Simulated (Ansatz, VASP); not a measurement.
# Two plane-wave programs on Ta

```xyz
1
Lattice="2.2841 0.0000 0.0000 0.0000 2.2841 0.0000 0.0000 0.0000 2.2841" Properties=species:S:1:pos:R:3 pbc="T T T"
Ta    0.0000    0.0000    0.0000
```

Change from the starting cell: volume scaled by 0.6, PAW files.

Alike in both runs: task single point; functional PBEsol; k mesh 14 × 14 × 14; occupations fermi-dirac, width 0.05 eV; no spin polarisation.

```csv
,VASP,Ansatz
version,VASP 6.6.1,Ansatz 0.2.0
potentials or method,"VASP PAW PBE potentials, release 64 (Ta_pv)","PAW with Ansatz's default frozen-core files, scalar-relativistic"
plane-wave cutoff (eV),520,420
valence electrons in the cell,11,13
```

```tsv
	VASP	Ansatz	Ansatz less VASP
pressure (GPa)	223.2	218.2	-5.02
```

VASP's potentials were made for PBE, not for PBEsol. Both programs put the cell under a high pressure, so it lies far from rest at this level. The functional is the same, so the differences come from potentials, cutoffs and numerics. VASP's potentials hold 11 valence electrons a cell and Ansatz's 13, so a difference there can come from the potentials and not from the codes.

Spin-orbit coupling is off throughout. Noted on VASP's run: the cell as given lies far from equilibrium.
